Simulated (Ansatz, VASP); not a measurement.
**CdAg: VASP beside Ansatz**

```xyz
2
Lattice="3.3189 0.0000 0.0000 0.0000 3.3189 0.0000 0.0000 0.0000 3.3189" Properties=species:S:1:pos:R:3 pbc="T T T"
Cd    1.6594    1.6594    1.6594
Ag    0.0000    0.0000    0.0000
```

Change from the starting cell: volume scaled by 0.99, crystal datasets.

Alike in both runs: task electric field gradients; functional PBEsol; k mesh 12 × 12 × 12; occupations fermi-dirac, width 0.05 eV; no spin polarisation.

|  | VASP | Ansatz |
| --- | --- | --- |
| version | VASP 6.6.1 | Ansatz 0.2.0 |
| potentials or method | VASP PAW PBE potentials, release 64 (Cd, Ag), cutoff 520 eV | all-electron PAW with datasets made for the crystal, scalar-relativistic |

|  | VASP | Ansatz | Ansatz less VASP |
| --- | --- | --- | --- |
| pressure (GPa) | -0.4 | -0.8 | -0.39 |

VASP's potentials were made for PBE, not for PBEsol. Ansatz ran all-electron here, and VASP with PAW potentials.
